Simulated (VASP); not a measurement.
# NaLu (Pm-3m) in VASP: further runs

Runs on NaLu. Level: PBE. Tasks: single point, relaxation of cell and atoms.

All numbers are computed with VASP 6.6.1; they aren't measurements. Logs are shortened: lines on timing, memory, paths and dates and some standing lists are left out, and cuts for length are marked.

## (1) The cell of the first run

The structure is cubic, space group Pm-3m (No. 221). Conventional cell: a = 3.584 Å, b = 3.584 Å, c = 3.584 Å, α = 90.00°, β = 90.00°, γ = 90.00°. Within 4.1 Å of Na (site symmetry m-3m) lie 8 Lu at 3.10 Å and 6 Na at 3.58 Å. Within 4.1 Å of Lu (site symmetry m-3m) lie 8 Na at 3.10 Å and 6 Lu at 3.58 Å.

The cell was generated, and may not be a known phase.

## (2) Single point, PBE

Contents of INCAR:

```
SYSTEM = NaLu
ALGO = Normal
EDIFF = 1E-6
ENCUT = 520
GGA = PE
ISIF = 2
ISMEAR = 0
LASPH = .True.
LCHARG = .False.
LREAL = .False.
LWAVE = .False.
NBANDS = 23
NELM = 100
PREC = Accurate
SIGMA = 0.1
```

Contents of KPOINTS:

```
k-points
0
Gamma
  6 6 6
  0 0 0
```

Contents of POSCAR:

```
NaLu
1.0
    3.5840705100      0.0000000000      0.0000000000
    0.0000000000      3.5840705100      0.0000000000
    0.0000000000      0.0000000000      3.5840705100
Na Lu
1 1
Direct
    0.0000000000      0.0000000000      0.0000000000
    0.5000000000      0.5000000000      0.5000000000
```

Potentials or basis: VASP PAW PBE potentials, release 64 (Na_pv, Lu).

Run with:

```bash
$ cat potpaw_PBE.64/Na_pv/POTCAR potpaw_PBE.64/Lu/POTCAR > POTCAR
$ mpirun -np 1 vasp_std > vasp.out
```

OUTCAR:

```text
SYSTEM = NaLu
   EDIFF = 1E-6
   ENCUT = 520
   GGA = PE
   ISIF = 2
   ISMEAR = 0
   LASPH = .True.
   LREAL = .False.
   NELM = 100
   PREC = Accurate

 ion  position               nearest neighbor table
   1  0.000  0.000  0.000-   2 3.10   2 3.10   2 3.10   2 3.10   2 3.10   2 3.10   2 3.10   2 3.10

   2  0.500  0.500  0.500-   1 3.10   1 3.10   1 3.10   1 3.10   1 3.10   1 3.10   1 3.10   1 3.10

  LATTYP: Found a simple cubic cell.
 ALAT       =     3.5840705100

  Lattice vectors:

 A1 = (   3.5840705100,   0.0000000000,   0.0000000000)
 A2 = (   0.0000000000,   3.5840705100,   0.0000000000)
 A3 = (   0.0000000000,   0.0000000000,   3.5840705100)

Analysis of symmetry for initial positions (statically):
=====================================================================
 Subroutine PRICEL returns:
 Original cell was already a primitive cell.

 Routine SETGRP: Setting up the symmetry group for a
 simple cubic supercell.

 Subroutine GETGRP returns: Found 48 space group operations
 (whereof 48 operations were pure point group operations)
 out of a pool of 48 trial point group operations.

The static configuration has the point symmetry O_h .

Analysis of symmetry for dynamics (positions and initial velocities):
=====================================================================
 Subroutine PRICEL returns:
 Original cell was already a primitive cell.

 Routine SETGRP: Setting up the symmetry group for a
 simple cubic supercell.

 Subroutine GETGRP returns: Found 48 space group operations
 (whereof 48 operations were pure point group operations)
 out of a pool of 48 trial point group operations.

The dynamic configuration has the point symmetry O_h .

 Subroutine INISYM returns: Found 48 space group operations
 (whereof 48 operations are pure point group operations),
 and found     1 'primitive' translations

----------------------------------------------------------------------------------------

                                     Primitive cell

  volume of cell :      46.0394

  direct lattice vectors                    reciprocal lattice vectors
     3.584070510  0.000000000  0.000000000     0.279012368  0.000000000  0.000000000
     0.000000000  3.584070510  0.000000000     0.000000000  0.279012368  0.000000000
     0.000000000  0.000000000  3.584070510     0.000000000  0.000000000  0.279012368

  length of vectors
     3.584070510  3.584070510  3.584070510     0.279012368  0.279012368  0.279012368

[... 72 lines left out ...]
   LASPH  =      T    aspherical Exc in radial PAW
   ENCUT  =  520.0 eV  38.22 Ry    6.18 a.u.   6.66  6.66  6.66*2*pi/ulx,y,z
   NELM   =    100;   NELMIN=  2; NELMDL= -5     # of ELM steps
   EDIFF  = 0.1E-05   stopping-criterion for ELM
   LREAL  =      F    real-space projection
   EDIFFG = 0.1E-04   stopping-criterion for IOM
   NSW    =      0    number of steps for IOM
   IBRION =     -1    ionic relax: 0-MD 1-quasi-New 2-CG
   NFREE  =      0    steps in history (QN), initial steepest desc. (CG)
   ISIF   =      2    stress and relaxation
   ISYM   =      2    0-nonsym 1-usesym 2-fastsym
   POTIM  = 0.5000    time-step for ionic-motion
   TEBEG  =    0.0;   TEEND  =   0.0 temperature during run
   PSTRESS=    0.0 pullay stress
   NELECT =      32.0000    total number of electrons
   NUPDOWN=      -1.0000    fix difference up-down
   EMIN   =  10.00;   EMAX   =-10.00  energy-range for DOS
   EFERMI =   0.00;   METHOD = LEGACY
   ISMEAR =     0;   SIGMA  =   0.10  broadening in eV -4-tet -1-fermi 0-gaus
   EFERMI_NEDOS =   21; number of points for ismear=-14 and -15
   IALGO  =     38    algorithm
   IMIX   =      4    mixing-type and parameters
     AMIX     =   0.40;   BMIX     =  1.00
     AMIX_MAG =   1.60;   BMIX_MAG =  1.00
  volume/ion in A,a.u.               =      23.02       155.34
  Fermi-wavevector in a.u.,A,eV,Ry     =   1.450157  2.740399 28.612434  2.102955
  Thomas-Fermi vector in A             =   2.567801
   LORBIT       =      0    0 simple, 1 ext, 2 COOP (PROOUT), +10 PAW based schemes
   GGA     = PE    functional components
   LHFCALC =     F    Hartree Fock is set to
   AEXX    =    0.0000 exact exchange contribution
   IVDW    =     0    specifies the selected vdW correction
   LEPSILON=     F    determine dielectric tensor
   LRPA    =     F    only Hartree local field effects (RPA)
 non-spin polarized calculation
 Gauss-broadening in eV      SIGMA  =   0.10
  energy-cutoff  :      520.00
  volume of cell :       46.04
 maximum number of plane-waves:      1261
 NGX is ok and might be reduce to    28
   NGX = 13   NGY = 13   NGZ = 13

 number of electron      32.0000019 magnetization

 Free energy of the ion-electron system (eV)
  ---------------------------------------------------
  ext. energy  EPLUGINS =         0.00000000
  ---------------------------------------------------
  free energy    TOTEN  =        -4.36235912 eV

  energy without entropy =       -4.35215548  energy(sigma->0) =       -4.35725730

 E-fermi :   2.5841     XC(G=0): -10.0547

 val. band max:        2.5656072190   @ k =   0.1667   0.1667   0.0000
 cond. band min:       2.6137391050   @ k =   0.1667   0.1667   0.0000
 fundamental gap:      0.0481318860
 Fermi energy:         2.5841211056

 k-point     1 :       0.0000    0.0000    0.0000
  band No.  band energies     occupation
      1     -53.9651      2.00000
      2     -24.5561      2.00000
      3     -24.5561      2.00000
      4     -24.5561      2.00000
      5     -20.9861      2.00000
      6     -20.9861      2.00000
[... 509 lines left out ...]
     22       8.6490      0.00000
     23       9.2909      0.00000

------------------------ aborting loop because EDIFF is reached ----------------------------------------

  FORCE on cell =-STRESS in cart. coord.  units (eV):
  Direction    XX          YY          ZZ          XY          YZ          ZX
  --------------------------------------------------------------------------------------
  -------------------------------------------------------------------------------------
  Total        3.4881355      3.4881355      3.4881355      0.0000000     -0.0000000      0.0000000
  in kB      121.3875898    121.3875898    121.3875898      0.0000000     -0.0000000      0.0000000
  external PRESSURE =     121.3875898 kB  Pullay stress =       0.0000000 kB

 VOLUME and BASIS-vectors are now :
 -----------------------------------------------------------------------------
  energy-cutoff  :      520.00
  volume of cell :       46.04
      direct lattice vectors                 reciprocal lattice vectors
     3.584070510  0.000000000  0.000000000     0.279012368  0.000000000  0.000000000
     0.000000000  3.584070510  0.000000000     0.000000000  0.279012368  0.000000000
     0.000000000  0.000000000  3.584070510     0.000000000  0.000000000  0.279012368

 POSITION                                       TOTAL-FORCE (eV/Angst)
 -----------------------------------------------------------------------------------
      0.00000      0.00000      0.00000         0.000000      0.000000      0.000000
      1.79204      1.79204      1.79204         0.000000      0.000000      0.000000
 -----------------------------------------------------------------------------------
    total drift:                                0.000000      0.000000      0.000000

  FREE ENERGIE OF THE ION-ELECTRON SYSTEM (eV)
  ---------------------------------------------------
  free  energy   TOTEN  =        -4.3623591186 eV

  energy  without entropy=       -4.3521554827  energy(sigma->0) =       -4.35725730
```

OSZICAR:

```text
N       E                     dE             d eps       ncg     rms          rms(c)
DAV:   1     0.179171842952E+03    0.17917E+03   -0.13444E+04  1198   0.427E+03
DAV:   2     0.136054449875E+02   -0.16557E+03   -0.15977E+03   949   0.528E+02
DAV:   3    -0.373711359043E+01   -0.17343E+02   -0.16890E+02  1588   0.106E+02
DAV:   4    -0.444509580615E+01   -0.70798E+00   -0.69359E+00  1181   0.149E+01
DAV:   5    -0.446346802136E+01   -0.18372E-01   -0.18371E-01  1319   0.215E+00    0.310E+00
DAV:   6    -0.438249475715E+01    0.80973E-01   -0.19276E-01  1315   0.551E+00    0.139E+00
DAV:   7    -0.436369439401E+01    0.18800E-01   -0.48274E-02  1520   0.133E+00    0.238E-01
DAV:   8    -0.436223821627E+01    0.14562E-02   -0.41326E-03  1412   0.691E-01    0.104E-01
DAV:   9    -0.436236040474E+01   -0.12219E-03   -0.61558E-04  1513   0.154E-01    0.441E-02
DAV:  10    -0.436235904987E+01    0.13549E-05   -0.97408E-05  1150   0.103E-01    0.115E-02
DAV:  11    -0.436235911860E+01   -0.68729E-07   -0.62558E-06  1310   0.237E-02
   1 F= -.43623591E+01 E0= -.43572573E+01  d E =-.102036E-01
```

Run time: 17 s. Hardware: 1 thread of Intel Xeon Platinum 8259CL at 2.50GHz (Skylake/Cascade Lake), shared host; peak memory 0.17 GiB.

Results:

* Free energy: -4.3624 eV
* Pressure: 12.1 GPa
* Band gap on the k mesh: zero (bands 16 and 17 overlap by 0.68 eV)

Caveat: the cell stands under pressure; spin-orbit coupling is left out, which moves the levels of the heavy elements.

## (3) Single point, PBE

This run uses another cell than the first one, of 30.25 Å³/atom.

Contents of INCAR:

```
SYSTEM = NaLu
ALGO = Normal ; EDIFF = 1E-6
ENCUT = 520 ; GGA = PE
ISIF = 2 ; ISMEAR = 0
LASPH = .True. ; LCHARG = .False.
LREAL = .False. ; LWAVE = .False.
NBANDS = 23 ; NELM = 80
PREC = Accurate ; SIGMA = 0.1
```

KPOINTS is that of step 2.

Contents of POSCAR:

```
NaLu
1.0
    3.9258643133      0.0000000000      0.0000000000
    0.0000000000      3.9258643133      0.0000000000
    0.0000000000      0.0000000000      3.9258643133
Na Lu
1 1
Direct
    0.0000000000      0.0000000000      0.0000000000
    0.5000000000      0.5000000000      0.5000000000
```

Potentials or basis: VASP PAW PBE potentials, release 64 (Na_pv, Lu).

Run with:

```bash
$ cat potpaw_PBE.64/Na_pv/POTCAR potpaw_PBE.64/Lu/POTCAR > POTCAR
$ mpirun -np 1 vasp_std > vasp.out
```

Wall time 22 s (1 thread of Intel Xeon Platinum 8259CL at 2.50GHz (Skylake/Cascade Lake), shared host); peak memory 0.19 GiB.

It converged, with:

```yaml
Free_energy: -4.8239 eV
Pressure: 0.3 GPa
Band_gap_on_the_k_mesh: zero (bands 16 and 17 overlap by 0.47 eV)
```

Levels at points of the mesh, in eV from the Fermi level:
| k point | band 13 | band 14 | band 15 | band 16 | band 17 | band 18 | band 19 | band 20 |
| --- | --- | --- | --- | --- | --- | --- | --- | --- |
| (0.00, 0.00, 0.00) | -5.99 | -5.99 | -5.10 | -0.12 | -0.12 | 3.27 | 3.27 | 3.27 |
| (0.50, 0.00, 0.00) | -5.98 | -5.98 | -3.07 | -1.58 | 0.46 | 1.83 | 1.83 | 3.46 |
| (0.50, 0.50, 0.00) | -5.98 | -5.97 | -1.15 | -1.09 | 0.45 | 0.45 | 2.08 | 2.08 |
| (0.50, 0.50, 0.50) | -5.98 | -5.98 | -0.35 | -0.35 | -0.35 | 2.63 | 2.63 | 2.63 |

Caveat: spin-orbit coupling is left out, which moves the levels of the heavy elements.

## (4) Relaxation of cell and atoms, PBE

Contents of INCAR:

```
ALGO = Normal
EDIFF = 1E-7
EDIFFG = -0.04
ENCUT = 600
GGA = PE
IBRION = 2
ISIF = 3
ISMEAR = 0
LASPH = T
LCHARG = F
LREAL = F
LWAVE = F
NELM = 60
NSW = 90
PREC = Accurate
SIGMA = 0.1
```

Contents of KPOINTS:

```
k-points
0
Gamma
  6 6 6
```

Contents of POSCAR:

```
NaLu
1.0
    3.5840705100      0.0000000000      0.0000000000
    0.0000000000      3.5840705100      0.0000000000
    0.0000000000      0.0000000000      3.5840705100
Na Lu
1 1
Direct
    0.0000000000      0.0000000000      0.0000000000
    0.5000000000      0.5000000000      0.5000000000
```

Potentials or basis: VASP PAW PBE potentials, release 64 (Na_pv, Lu).

Run with:

```bash
$ cat potpaw_PBE.64/Na_pv/POTCAR potpaw_PBE.64/Lu/POTCAR > POTCAR
$ mpirun -np 1 vasp_std > vasp.out
```

OUTCAR:

```text
EDIFF = 1E-7
   EDIFFG = -0.04
   ENCUT = 600
   GGA = PE
   IBRION = 2
   ISIF = 3
   ISMEAR = 0
   LASPH = T
   LREAL = F
   NELM = 60
   NSW = 90
   PREC = Accurate

 ion  position               nearest neighbor table
   1  0.000  0.000  0.000-   2 3.10   2 3.10   2 3.10   2 3.10   2 3.10   2 3.10   2 3.10   2 3.10

   2  0.500  0.500  0.500-   1 3.10   1 3.10   1 3.10   1 3.10   1 3.10   1 3.10   1 3.10   1 3.10

  LATTYP: Found a simple cubic cell.
 ALAT       =     3.5840705100

  Lattice vectors:

 A1 = (   3.5840705100,   0.0000000000,   0.0000000000)
 A2 = (   0.0000000000,   3.5840705100,   0.0000000000)
 A3 = (   0.0000000000,   0.0000000000,   3.5840705100)

Analysis of symmetry for initial positions (statically):
=====================================================================
 Subroutine PRICEL returns:
 Original cell was already a primitive cell.

 Routine SETGRP: Setting up the symmetry group for a
[... 171 lines left out ...]
 fundamental gap:      0.0481405877
 Fermi energy:         2.5838729086

 k-point     1 :       0.0000    0.0000    0.0000
  band No.  band energies     occupation
      1     -53.9659      2.00000
      2     -24.5568      2.00000
      3     -24.5568      2.00000
      4     -24.5568      2.00000
      5     -20.9861      2.00000
      6     -20.9861      2.00000
[... 556 lines left out ...]
--------------------------------------- Ionic step        4  -------------------------------------------

 number of electron      31.9999990 magnetization

 Free energy of the ion-electron system (eV)
  ---------------------------------------------------
  ext. energy  EPLUGINS =         0.00000000
  ---------------------------------------------------
  free energy    TOTEN  =        -4.82238983 eV

  energy without entropy =       -4.80882046  energy(sigma->0) =       -4.81560514

 E-fermi :   1.5733     XC(G=0):  -8.8720

 val. band max:        1.5626512135   @ k =   0.1667   0.1667   0.0000
 cond. band min:       1.5825823792   @ k =   0.1667   0.0000   0.0000
 fundamental gap:      0.0199311657
 Fermi energy:         1.5733259305

 k-point     1 :       0.0000    0.0000    0.0000
  band No.  band energies     occupation
      1     -55.8234      2.00000
      2     -26.4074      2.00000
      3     -26.4074      2.00000
      4     -26.4074      2.00000
      5     -22.2076      2.00000
      6     -22.2076      2.00000
[... 478 lines left out ...]
  FREE ENERGIE OF THE ION-ELECTRON SYSTEM (eV)
  ---------------------------------------------------
  free  energy   TOTEN  =        -4.8223898291 eV

  energy  without entropy=       -4.8088204599  energy(sigma->0) =       -4.81560514

 reached required accuracy - stopping structural energy minimisation
```

CONTCAR:

```text
NaLu
   1.00000000000000
     3.9413436941513038    0.0000000000000000   -0.0000000000000000
     0.0000000000000000    3.9413436941513034   -0.0000000000000000
     0.0000000000000000    0.0000000000000000    3.9413436941513038
  Na              Lu
     1     1
Direct
     0.0000000000000000    0.0000000000000000    0.0000000000000000
     0.5000000000000000    0.5000000000000000    0.5000000000000000

  0.00000000E+00  0.00000000E+00  0.00000000E+00
  0.00000000E+00  0.00000000E+00  0.00000000E+00
```

Run time: 93 s. Hardware: 1 thread of Intel Xeon Platinum 8259CL at 2.50GHz (Skylake/Cascade Lake), shared host; peak memory 0.19 GiB.

What came out:

```
Free energy                           : -4.8224 eV
Relaxed volume                        : 30.61 Å³/atom
Relaxed cell                          : a = 3.941 Å, b = 3.941 Å, c = 3.941 Å, α = 90.00°, β = 90.00°, γ = 90.00°
Space group after relaxing (to 0.1 Å) : Pm-3m (No. 221)
Energy gained by relaxing             : 229.9 meV/atom
Ionic steps                           : 4
Pressure after relaxing               : 0.0 GPa
Band gap on the k mesh                : zero (bands 16 and 17 overlap by 0.46 eV)
```

Step by step:
| step | energy change (eV) | largest force (eV/Å) | pressure (GPa) | volume (Å³) |
| --- | --- | --- | --- | --- |
| 1 | 0.0000 | 0.0000 | 12.20 | 46.04 |
| 2 | -0.4516 | 0.0000 | 1.10 | 58.74 |
| 3 | -0.4592 | 0.0000 | -0.26 | 61.85 |
| 4 | -0.4598 | 0.0000 | -0.01 | 61.23 |

Final structure:
```
Na Lu
1.0
     3.94134    0.00000    0.00000
     0.00000    3.94134    0.00000
     0.00000    0.00000    3.94134
Na Lu
1 1
Direct
  0.00000 0.00000 0.00000
  0.50000 0.50000 0.50000
```

Levels at points of the mesh, in eV from the Fermi level:
```tsv
k point	band 14	band 15	band 16	band 17	band 18	band 19
(0.00, 0.00, 0.00)	-6.02	-5.08	-0.12	-0.12	3.22	3.22
(0.50, 0.00, 0.00)	-6.01	-3.07	-1.58	0.46	1.81	1.81
(0.50, 0.50, 0.00)	-6.01	-1.14	-1.10	0.43	0.43	2.06
(0.50, 0.50, 0.50)	-6.01	-0.35	-0.35	-0.35	2.59	2.59
```

Caveat: the volume moved by over 15 % at a fixed basis, so the end points are rough; spin-orbit coupling is left out, which moves the levels of the heavy elements.

## (5) Single point, PBE

This run uses another cell than the first one, of 30.63 Å³/atom.

Contents of INCAR:

```
PREC = Accurate
ENCUT = 520
EDIFF = 1E-6
ISMEAR = 0
SIGMA = 0.1
LREAL = F
LASPH = T
NELM = 80
ALGO = Fast
ISIF = 2
LWAVE = F
LCHARG = T
GGA = PE
LELF = T
LVHAR = T
NBANDS = 23
```

Contents of KPOINTS:

```
Automatic mesh
0
Gamma
  14 14 14
```

Contents of POSCAR:

```
NaLu
1.0
    3.9418935687      0.0000000000      0.0000000000
    0.0000000000      3.9418935687      0.0000000000
    0.0000000000      0.0000000000      3.9418935687
Na Lu
1 1
Direct
    0.0000000000      0.0000000000      0.0000000000
    0.5000000000      0.5000000000      0.5000000000
```

Run with:

```bash
$ cat potpaw_PBE.64/Na_pv/POTCAR potpaw_PBE.64/Lu/POTCAR > POTCAR
$ mpirun -np 1 vasp_std > vasp.out
```

Run time: 5 min. Hardware: 1 thread of Intel Xeon Platinum 8259CL at 2.50GHz (Skylake/Cascade Lake), shared host; peak memory 0.3 GiB.

Results (log left out):

```yaml
Free_energy: -4.8263 eV
Pressure: 0.0 GPa
Band_gap_on_the_k_mesh: zero (bands 16 and 17 overlap by 0.60 eV)
```

Levels at points of the mesh, in eV from the Fermi level:
```csv
k point,band 14,band 15,band 16,band 17,band 18,band 19
"(0.00, 0.00, 0.00)",-6.01,-5.05,-0.09,-0.09,3.24,3.24
"(0.50, 0.00, 0.00)",-6.00,-3.04,-1.55,0.47,1.83,1.83
"(0.50, 0.50, 0.00)",-6.00,-1.11,-1.08,0.45,0.45,2.08
"(0.50, 0.50, 0.50)",-6.00,-0.32,-0.32,-0.32,2.62,2.62
```

Caveat: spin-orbit coupling is left out, which moves the levels of the heavy elements.

[end of part 1 of 2]

The gap in the log of VASP goes by the Fermi energy; the results here count the filled bands.